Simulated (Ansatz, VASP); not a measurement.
## One calculation of Zr2In2O3, two programs

```
Zr In O
1.0
     2.57476    1.48654    4.14035
    -2.57476    1.48654    4.14035
     0.00000   -2.97308    4.14035
Zr In O
2 2 3
Direct
  0.50000 0.50000 0.50000
  0.00000 0.00000 0.00000
  0.21500 0.21500 0.21500
  0.78500 0.78500 0.78500
  0.00000 0.50000 0.50000
  0.50000 0.00000 0.50000
  0.50000 0.50000 0.00000
```

Change from the starting cell: species swapped into the Ni3Sn2S2 type (R-3m, No. 166).

Alike in both runs: task relaxation of cell and atoms; functional PBE; k mesh 6 × 6 × 6; occupations gaussian, width 0.1 eV; no spin polarisation.

|  | VASP | Ansatz |
| --- | --- | --- |
| version | VASP 6.6.1 | Ansatz 0.2.0 |
| potentials or method | VASP PAW PBE potentials, release 64 (Zr_sv, In_d, O), cutoff 600 eV | scalar-relativistic, plane waves, PAW |
| valence electrons in the cell | 68 | 68 |

```tsv
	VASP	Ansatz	Ansatz less VASP
gap on the k mesh at the Fermi level, each at its own relaxed structure (eV)	none	none	-
relaxed volume (Å³/atom)	14.96	14.95	-0.014
relaxed length of the cell vector where the two differ most in proportion (Å)	5.253	5.251	-0.0017
```

A gap of «none» marks a metal or a gap that the smearing closes.
